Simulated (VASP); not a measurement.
Write the native input for VASP 6.6.1 that does the following.

- Task: single point
- Functional: LDA
- Potentials or basis: VASP PAW LDA potentials, release 64 (In_d, P)
- Cutoff: 520 eV
- k mesh: 12 × 12 × 12
- Occupations: gaussian, width 0.05 eV
- Spin: no spin polarisation
- Dipole correction: no
- Further INCAR settings: ALGO = Normal; EDIFF = 1e-06; NBANDS = 16

The structure of InP lies in POSCAR:

```
InP
1.0
    0.0000000000      2.7728213749      2.9463621028
    2.9463621028      0.0000000000      2.9463621028
    2.9463621028      2.7728213749      0.0000000000
In P
1 1
Direct
    0.0000000000      0.0000000000      0.0000000000
    0.7500000000      0.7500000000      0.7500000000
```

These files were run (other wordings do the same):

INCAR

```
PREC = Accurate
ENCUT = 520
EDIFF = 1E-6
ISMEAR = 0
SIGMA = 0.05
LREAL = False
LASPH = True
NELM = 100
ALGO = Normal
ISIF = 2
LWAVE = False
LCHARG = True
GGA = CA
LELF = True
LVHAR = True
NBANDS = 16
```

KPOINTS

```
regular mesh
0
Gamma
  12 12 12
```

Potentials or basis: VASP PAW LDA potentials, release 64 (In_d, P).

Run with:

```bash
$ cat potpaw_LDA.64/In_d/POTCAR potpaw_LDA.64/P/POTCAR > POTCAR
$ mpirun -np 1 vasp_std > vasp.out
```

Results of the run:

```
Pressure               : 2.0 GPa
Band gap on the k mesh : 0.56 eV
```

Caveat: spin-orbit coupling is left out, which moves the levels of the heavy elements.

Run time: 67 s on 1 thread of Intel(R) Xeon(R) 6975P-C (Granite Rapids) (shared host), peak memory 0.23 GiB.
